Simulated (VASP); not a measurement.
Write the native input for VASP 6.6.1 that does the following.

- Task: single point
- Functional: PBEsol
- Potentials or basis: VASP PAW PBE potentials, release 64 (C)
- Cutoff: 600 eV
- k mesh: 12 × 12 × 12
- Occupations: gaussian, width 0.02 eV
- Spin: no spin polarisation
- Dipole correction: no
- Further INCAR settings: ALGO = Normal; EDIFF = 1e-06; NBANDS = 11

The structure of C lies in POSCAR:

```
C
1.0
    0.0000000000      1.7835000000      1.7835000000
    1.7835000000      0.0000000000      1.7835000000
    1.7835000000      1.7835000000      0.0000000000
C
2
Direct
    0.0000000000      0.0000000000      0.0000000000
    0.2500000000      0.2500000000      0.2500000000
```

One way to write it, as run:

INCAR

```
SYSTEM = C
  PREC = Accurate
  ENCUT = 600
  EDIFF = 1E-6
  ISMEAR = 0
  SIGMA = 0.02
  LREAL = .FALSE.
  LASPH = .TRUE.
  NELM = 120
  ALGO = Normal
  ISIF = 2
  LWAVE = .FALSE.
  LCHARG = .FALSE.
  GGA = PS
  NBANDS = 11
  GGA_COMPAT = .FALSE.
```

KPOINTS

```
Automatic mesh
0
G
  12 12 12
  0 0 0
```

Potentials or basis: VASP PAW PBE potentials, release 64 (C).

Command:

```sh
$ cat potpaw_PBE.64/C/POTCAR > POTCAR
$ mpirun -np 1 vasp_std > vasp.out
```

Results of the run:

| Quantity | Value |
| --- | --- |
| Pressure | -4.5 GPa |
| Band gap on the k mesh | 4.04 eV (least direct gap 5.54 eV) |

Caveat: the cell stands under tension; the PAW data sets were made with another functional, which shifts forces and pressure a little.

Wall time 9.6 s on 1 thread of AMD EPYC 7R43 64-Core Processor (Zen 3) (shared host), peak memory 0.08 GiB.
